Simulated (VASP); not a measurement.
# AlGa3N4 (P-42m) in VASP: further runs

Runs on AlGa3N4. Level: PBEsol. Tasks: single point.

Everything below comes from runs of VASP 6.6.1. Logs are shortened: lines on timing, memory, paths and dates and some standing lists are left out, and cuts for length are marked.

**1. The cell of the first run**

Symmetry: P-42m, No. 111, tetragonal system. The conventional cell has a = 4.244 Å, b = 4.244 Å, c = 4.691 Å, α = 90.00°, β = 90.00°, γ = 90.00°. Al (site symmetry -42m) has 4 N at 1.87 Å within 2.5 Å. Ga (site symmetry -42m) has 4 N at 1.91 Å within 2.5 Å. Within 2.5 Å of Ga (site symmetry 222) lie 4 N at 1.92 Å. Within 2.5 Å of N (site symmetry m) lie 1 Al at 1.87 Å and 3 Ga at 1.91 to 1.92 Å.

**2. Single point, PBEsol (strain -0.050 along x and y, +0.050 along z)**

INCAR

```
PREC = Accurate
ENCUT = 520
EDIFF = 1E-6
ISMEAR = 0
SIGMA = 0.05
LREAL = False
LASPH = True
NELM = 60
ALGO = Normal
ISIF = 2
LWAVE = False
LCHARG = False
GGA = PS
NBANDS = 41
```

KPOINTS

```
regular mesh
0
Gamma
  6 6 6
```

POSCAR

```
AlGa3N4
1.0
    4.2442465439      0.0000000000      0.0000000000
    0.0000000000      4.2442465439      0.0000000000
    0.0000000000      0.0000000000      4.6910093379
Al Ga N
1 3 4
Direct
    0.0000000000      0.0000000000      0.0000000000
    0.5000000000      0.5000000000      0.0000000000
    0.5000000000      0.0000000000      0.5000000000
    0.0000000000      0.5000000000      0.5000000000
    0.7550309200      0.7550309200      0.2449690800
    0.7550309200      0.2449690800      0.7550309200
    0.2449690800      0.7550309200      0.7550309200
    0.2449690800      0.2449690800      0.2449690800
```

Potentials or basis: VASP PAW PBE potentials, release 64 (Al, Ga_d, N).

Command:

```console
> cat potpaw_PBE.64/Al/POTCAR potpaw_PBE.64/Ga_d/POTCAR potpaw_PBE.64/N/POTCAR > POTCAR
> mpirun -np 1 vasp_std > vasp.out
```

OUTCAR:

```text
PREC = Accurate
   ENCUT = 520
   EDIFF = 1E-6
   ISMEAR = 0
   LREAL = False
   LASPH = True
   NELM = 60
   ISIF = 2
   GGA = PS

 ion  position               nearest neighbor table
   1  0.000  0.000  0.000-   5 1.87   6 1.87   7 1.87   8 1.87   2 3.00   2 3.00   2 3.00   2 3.00

   2  0.500  0.500  0.000-   5 1.91   6 1.91   7 1.91   8 1.91   1 3.00   1 3.00   1 3.00   1 3.00

   3  0.500  0.000  0.500-   5 1.92   6 1.92   7 1.92   8 1.92
   4  0.000  0.500  0.500-   5 1.92   6 1.92   7 1.92   8 1.92
   5  0.755  0.755  0.245-   1 1.87   2 1.91   3 1.92   4 1.92
   6  0.755  0.245  0.755-   1 1.87   2 1.91   3 1.92   4 1.92
   7  0.245  0.755  0.755-   1 1.87   2 1.91   3 1.92   4 1.92
   8  0.245  0.245  0.245-   1 1.87   2 1.91   3 1.92   4 1.92

  LATTYP: Found a simple tetragonal cell.
 ALAT       =     4.2442465439
 C/A-ratio  =     1.1052631579

  Lattice vectors:

 A1 = (   4.2442465439,   0.0000000000,   0.0000000000)
 A2 = (   0.0000000000,   4.2442465439,   0.0000000000)
 A3 = (   0.0000000000,   0.0000000000,   4.6910093379)

Analysis of symmetry for initial positions (statically):
=====================================================================
 Subroutine PRICEL returns:
 Original cell was already a primitive cell.

 Routine SETGRP: Setting up the symmetry group for a
 simple tetragonal supercell.

 Subroutine GETGRP returns: Found  8 space group operations
 (whereof  8 operations were pure point group operations)
 out of a pool of 16 trial point group operations.

The static configuration has the point symmetry D_2d.

Analysis of symmetry for dynamics (positions and initial velocities):
=====================================================================
 Subroutine PRICEL returns:
 Original cell was already a primitive cell.

 Routine SETGRP: Setting up the symmetry group for a
 simple tetragonal supercell.

 Subroutine GETGRP returns: Found  8 space group operations
 (whereof  8 operations were pure point group operations)
 out of a pool of 16 trial point group operations.

The dynamic configuration has the point symmetry D_2d.

 Subroutine INISYM returns: Found  8 space group operations
 (whereof  8 operations are pure point group operations),
 and found     1 'primitive' translations

----------------------------------------------------------------------------------------

                                     Primitive cell

  volume of cell :      84.5021

  direct lattice vectors                    reciprocal lattice vectors
     4.244246544  0.000000000  0.000000000     0.235613080  0.000000000  0.000000000
     0.000000000  4.244246544  0.000000000     0.000000000  0.235613080  0.000000000
     0.000000000  0.000000000  4.691009338     0.000000000  0.000000000  0.213173739

  length of vectors
     4.244246544  4.244246544  4.691009338     0.235613080  0.235613080  0.213173739

  position of ions in fractional coordinates (direct lattice)
     0.000000000  0.000000000  0.000000000
     0.500000000  0.500000000  0.000000000
     0.500000000  0.000000000  0.500000000
     0.000000000  0.500000000  0.500000000
     0.755030920  0.755030920  0.244969080
     0.755030920  0.244969080  0.755030920
     0.244969080  0.755030920  0.755030920
     0.244969080  0.244969080  0.244969080

  ion indices of the primitive-cell ions
   primitive index   ion index
                 1           1
                 2           2
                 3           3
                 4           4
                 5           5
                 6           6
                 7           7
                 8           8

----------------------------------------------------------------------------------------

 KPOINTS: regular mesh

Automatic generation of k-mesh.
 Grid dimensions read from file:
 generate k-points for:    6    6    6

 Generating k-lattice:

  Cartesian coordinates                     Fractional coordinates (reciprocal lattice)
     0.039268847  0.000000000  0.000000000     0.166666667  0.000000000  0.000000000
     0.000000000  0.039268847  0.000000000     0.000000000  0.166666667  0.000000000
     0.000000000  0.000000000  0.035528956     0.000000000  0.000000000  0.166666667

  Length of vectors
     0.039268847  0.039268847  0.035528956

  Shift w.r.t. Gamma in fractional coordinates (k-lattice)
     0.000000000  0.000000000  0.000000000

 Subroutine IBZKPT returns following result:
 ===========================================

 Found     40 irreducible k-points:

 Following reciprocal coordinates:
            Coordinates               Weight
  0.000000  0.000000  0.000000      1.000000
  0.166667  0.000000  0.000000      4.000000
  0.333333  0.000000  0.000000      4.000000
  0.500000  0.000000  0.000000      2.000000
  0.166667  0.166667  0.000000      4.000000
  0.333333  0.166667  0.000000      8.000000
[... 16 lines left out ...]
  0.333333  0.000000  0.333333      8.000000
  0.500000  0.000000  0.333333      4.000000
 [... further k-points ...]
   k-points           NKPTS =     40   k-points in BZ     NKDIM =     40   number of bands    NBANDS=     41
   number of dos      NEDOS =    301   number of ions     NIONS =      8
   total plane-waves  NPLWV =  36864
   dimension x,y,z NGX =    32 NGY =   32 NGZ =   36
   dimension x,y,z NGXF=    64 NGYF=   64 NGZF=   72
   ions per type =               1   3   4
   NGX,Y,Z   is equivalent  to a cutoff of  12.53, 12.53, 12.76 a.u.
   NGXF,Y,Z  is equivalent  to a cutoff of  25.07, 25.07, 25.52 a.u.
 SYSTEM =  unknown system
   PREC   = accura    normal or accurate (medium, high low for compatibility)
   ISTART =      0    job   : 0-new  1-cont  2-samecut
   ICHARG =      2    charge: 1-file 2-atom 10-const
   ISPIN  =      1    spin polarized calculation?
   LNONCOLLINEAR =      F non collinear calculations
   LSORBIT =      F    spin-orbit coupling
   LASPH  =      T    aspherical Exc in radial PAW
   ENCUT  =  520.0 eV  38.22 Ry    6.18 a.u.   7.89  7.89  8.72*2*pi/ulx,y,z
   NELM   =     60;   NELMIN=  2; NELMDL= -5     # of ELM steps
   EDIFF  = 0.1E-05   stopping-criterion for ELM
   LREAL  =      F    real-space projection
   EDIFFG = 0.1E-04   stopping-criterion for IOM
   NSW    =      0    number of steps for IOM
   IBRION =     -1    ionic relax: 0-MD 1-quasi-New 2-CG
   NFREE  =      0    steps in history (QN), initial steepest desc. (CG)
   ISIF   =      2    stress and relaxation
   ISYM   =      2    0-nonsym 1-usesym 2-fastsym
   POTIM  = 0.5000    time-step for ionic-motion
   TEBEG  =    0.0;   TEEND  =   0.0 temperature during run
   PSTRESS=    0.0 pullay stress
   NELECT =      62.0000    total number of electrons
   NUPDOWN=      -1.0000    fix difference up-down
   EMIN   =  10.00;   EMAX   =-10.00  energy-range for DOS
   EFERMI =   0.00;   METHOD = LEGACY
   ISMEAR =     0;   SIGMA  =   0.05  broadening in eV -4-tet -1-fermi 0-gaus
   EFERMI_NEDOS =   21; number of points for ismear=-14 and -15
   IALGO  =     38    algorithm
   IMIX   =      4    mixing-type and parameters
     AMIX     =   0.40;   BMIX     =  1.00
     AMIX_MAG =   1.60;   BMIX_MAG =  1.00
  volume/ion in A,a.u.               =      10.56        71.28
  Fermi-wavevector in a.u.,A,eV,Ry     =   1.476555  2.790284 29.663612  2.180214
  Thomas-Fermi vector in A             =   2.591067
   LORBIT       =      0    0 simple, 1 ext, 2 COOP (PROOUT), +10 PAW based schemes
   GGA     = PS    functional components
   LHFCALC =     F    Hartree Fock is set to
   AEXX    =    0.0000 exact exchange contribution
   IVDW    =     0    specifies the selected vdW correction
   LEPSILON=     F    determine dielectric tensor
   LRPA    =     F    only Hartree local field effects (RPA)
 non-spin polarized calculation
 Gauss-broadening in eV      SIGMA  =   0.05
  energy-cutoff  :      520.00
  volume of cell :       84.50
 maximum number of plane-waves:      2292
 NGX is ok and might be reduce to    32
   NGX = 15   NGY = 15   NGZ = 17

 number of electron      61.9999995 magnetization

 Free energy of the ion-electron system (eV)
  ---------------------------------------------------
  ext. energy  EPLUGINS =         0.00000000
  ---------------------------------------------------
  free energy    TOTEN  =       -54.55496598 eV

  energy without entropy =      -54.55496598  energy(sigma->0) =      -54.55496598

 E-fermi :   6.3558     XC(G=0): -12.0319

 val. band max:        6.0918438969   @ k =   0.1667   0.1667   0.0000
 cond. band min:       8.5492048332   @ k =   0.0000   0.0000   0.0000
 fundamental gap:      2.4573609363
 Fermi energy:         6.3558094811

 k-point     1 :       0.0000    0.0000    0.0000
  band No.  band energies     occupation
      1     -10.2084      2.00000
      2      -8.7240      2.00000
      3      -8.6551      2.00000
      4      -8.6551      2.00000
      5      -7.2887      2.00000
      6      -7.2880      2.00000
[... 33 lines left out ...]
     40      17.0380      0.00000
     41      17.4341      0.00000

 k-point     2 :       0.1667    0.0000    0.0000
  band No.  band energies     occupation
      1     -10.0760      2.00000
      2      -8.7254      2.00000
      3      -8.7016      2.00000
      4      -8.6610      2.00000
      5      -7.2831      2.00000
      6      -7.2692      2.00000
[... 33 lines left out ...]
     40      16.8702      0.00000
     41      17.3156      0.00000

 k-point     3 :       0.3333    0.0000    0.0000
  band No.  band energies     occupation
      1      -9.7165      2.00000
      2      -8.8781      2.00000
      3      -8.7275      2.00000
      4      -8.6738      2.00000
      5      -7.2589      2.00000
      6      -7.2245      2.00000
[... 33 lines left out ...]
     40      16.9672      0.00000
     41      17.0413      0.00000

 k-point     4 :       0.5000    0.0000    0.0000
  band No.  band energies     occupation
      1      -9.3107      2.00000
      2      -9.1870      2.00000
      3      -8.7281      2.00000
      4      -8.6805      2.00000
      5      -7.2198      2.00000
      6      -7.1993      2.00000
[... 825 lines left out ...]
     40      16.0224      0.00000
     41      16.3083      0.00000

 k-point    23 :       0.3333    0.0000    0.3333
  band No.  band energies     occupation
      1      -9.4173      2.00000
      2      -8.9034      2.00000
      3      -8.8203      2.00000
      4      -8.7152      2.00000
      5      -7.2325      2.00000
      6      -7.2253      2.00000
[... 33 lines left out ...]
     40      15.4933      0.00000
     41      16.4290      0.00000

 k-point    24 :       0.5000    0.0000    0.3333
  band No.  band energies     occupation
      1      -9.1521      2.00000
      2      -9.0153      2.00000
      3      -8.8427      2.00000
      4      -8.7597      2.00000
      5      -7.2376      2.00000
      6      -7.2094      2.00000
[... 33 lines left out ...]
     40      15.5995      0.00000
     41      15.8474      0.00000

 [... further k-points ...]
[... 5 lines left out ...]
  --------------------------------------------------------------------------------------
  -------------------------------------------------------------------------------------
  Total        8.3347374      8.3347374     -0.0026043      0.0000000      0.0000000      0.0000000
  in kB      158.0283479    158.0283479     -0.0493779      0.0000000      0.0000000      0.0000000
  external PRESSURE =     105.3357726 kB  Pullay stress =       0.0000000 kB

 VOLUME and BASIS-vectors are now :
 -----------------------------------------------------------------------------
  energy-cutoff  :      520.00
  volume of cell :       84.50
      direct lattice vectors                 reciprocal lattice vectors
     4.244246544  0.000000000  0.000000000     0.235613080  0.000000000  0.000000000
     0.000000000  4.244246544  0.000000000     0.000000000  0.235613080  0.000000000
     0.000000000  0.000000000  4.691009338     0.000000000  0.000000000  0.213173739

 POSITION                                       TOTAL-FORCE (eV/Angst)
 -----------------------------------------------------------------------------------
      0.00000      0.00000      0.00000         0.000000      0.000000      0.000000
      2.12212      2.12212      0.00000         0.000000      0.000000      0.000000
      2.12212      0.00000      2.34550         0.000000      0.000000     -0.000000
      0.00000      2.12212      2.34550         0.000000      0.000000      0.000000
      3.20454      3.20454      1.14915         0.041856      0.041856      0.086947
      3.20454      1.03971      3.54186         0.041856     -0.041856     -0.086947
      1.03971      3.20454      3.54186        -0.041856      0.041856     -0.086947
      1.03971      1.03971      1.14915        -0.041856     -0.041856      0.086947
 -----------------------------------------------------------------------------------
    total drift:                               -0.000000     -0.000000     -0.000000

  FREE ENERGIE OF THE ION-ELECTRON SYSTEM (eV)
  ---------------------------------------------------
  free  energy   TOTEN  =       -54.5549659845 eV

  energy  without entropy=      -54.5549659845  energy(sigma->0) =      -54.55496598
```

Wall time 3.7 min (1 thread of Intel Xeon 8259CL, shared host); peak memory 0.25 GiB.

What came out:

| Item | Value |
| --- | --- |
| Free energy | -54.5550 eV |
| Pressure | 10.5 GPa |
| Largest force | 0.105 eV/Å |
| Band gap on the k mesh | 2.46 eV |

Forces in eV/Å, atoms in the order of the input:
```
Al   0.000  0.000  0.000
Ga   0.000  0.000  0.000
Ga   0.000  0.000  0.000
Ga   0.000  0.000  0.000
N    0.042  0.042  0.087
N    0.042 -0.042 -0.087
N   -0.042  0.042 -0.087
N   -0.042 -0.042  0.087
```

Stress tensor (GPa, compression positive):
```
15.80  0.00  0.00
 0.00 15.80  0.00
 0.00  0.00  0.00
```

Caveat: the cell differs from its parent crystal (strain -0.050 along x and y, +0.050 along z); the stress differs along the axes, from -0 to 16 GPa; the PAW data sets were made with another functional, which shifts forces and pressure a little.

**3. Single point, PBEsol (strain -0.025 along x and y, +0.050 along z)**

INCAR

```
SYSTEM = AlGa3N4
  PREC = Accurate
  ENCUT = 520
  EDIFF = 1E-6
  ISMEAR = 0
  SIGMA = 0.05
  LREAL = .FALSE.
  LASPH = .TRUE.
  NELM = 80
  ALGO = Normal
  ISIF = 2
  LWAVE = .FALSE.
  LCHARG = .FALSE.
  GGA = PS
  NBANDS = 41
```

KPOINTS

```
Automatic mesh
0
G
  6 6 6
  0 0 0
```

Edit POSCAR of step 2 so:

```diff
@@ -2,4 +2,4 @@
 1.0
-    4.2442465439      0.0000000000      0.0000000000
-    0.0000000000      4.2442465439      0.0000000000
+    4.3559372424      0.0000000000      0.0000000000
+    0.0000000000      4.3559372424      0.0000000000
     0.0000000000      0.0000000000      4.6910093379
```

Potentials or basis: VASP PAW PBE potentials, release 64 (Al, Ga_d, N).

Command:

```console
> cat potpaw_PBE.64/Al/POTCAR potpaw_PBE.64/Ga_d/POTCAR potpaw_PBE.64/N/POTCAR > POTCAR
> mpirun -np 1 vasp_std > vasp.out
```

Wall time 3.3 min (1 thread of Intel Xeon 8259CL, shared host); peak memory 0.26 GiB.

Results (log left out):

| Quantity | Value |
| --- | --- |
| Free energy | -54.8228 eV |
| Pressure | -0.2 GPa |
| Largest force | 0.071 eV/Å |
| Band gap on the k mesh | 2.17 eV |

Forces on the atoms (eV/Å):
```
Al   0.000  0.000  0.000
Ga   0.000  0.000  0.000
Ga   0.000  0.000  0.000
Ga   0.000  0.000  0.000
N    0.024  0.024  0.062
N    0.024 -0.024 -0.062
N   -0.024  0.024 -0.062
N   -0.024 -0.024  0.062
```

Stress tensor (GPa, compression positive):
```
 3.54  0.00  0.00
 0.00  3.54  0.00
 0.00  0.00 -7.66
```

Levels at points of the mesh, in eV from the valence-band top:
```
           k point  band 28  band 29  band 30  band 31  band 32  band 33  band 34  band 35
(0.00, 0.00, 0.00)    -2.20    -0.38     0.00     0.00     2.17     3.08     3.08     3.55
(0.50, 0.00, 0.00)    -1.82    -1.64    -1.53    -1.35     4.77     4.90     6.21     6.26
(0.50, 0.50, 0.00)    -0.76    -0.75    -0.75    -0.43     6.64     6.81     6.81     7.33
(0.00, 0.00, 0.50)    -1.34    -1.34    -1.06    -1.06     4.66     4.69     5.66     5.66
(0.50, 0.00, 0.50)    -1.29    -1.29    -1.17    -0.93     6.35     6.46     6.57     7.02
(0.50, 0.50, 0.50)    -0.70    -0.70    -0.58    -0.50     4.63     4.63     4.70     5.85
```

Caveat: the cell differs from its parent crystal (strain -0.025 along x and y, +0.050 along z); the stress differs along the axes, from -8 to 4 GPa; the PAW data sets were made with another functional, which shifts forces and pressure a little.
